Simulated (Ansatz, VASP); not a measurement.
## One calculation of Ge, two programs

```
CELL_PARAMETERS angstrom
-2.57449 2.57449 1.39741
2.57449 -2.57449 1.39741
2.57449 2.57449 -1.39741
ATOMIC_POSITIONS crystal
Ge 0.50000 0.50000 0.00000
Ge 0.25000 0.75000 0.50000
```

Alike in both runs: functional PBE; k mesh 8 × 8 × 8; occupations fermi-dirac, width 0.05 eV; non-collinear spin, spin-orbit coupling.

|  | VASP | Ansatz |
| --- | --- | --- |
| version | VASP 6.6.1 | Ansatz 0.2.0 |
| potentials or method | VASP PAW PBE potentials, release 64 (Ge_d) | Ansatz PAW |
| plane-wave cutoff (eV) | 520 | 420 |
| valence electrons in the cell | 28 | 28 |
| task | single point | band structure |

```tsv
	VASP	Ansatz	Ansatz less VASP
pressure (GPa)	3.1	3.0	-0.03
traceless stress, the component that is largest in VASP (GPa)	3.13	3.13	+0.001
net moment per atom (μB)	0.00	0.00	0.000
```
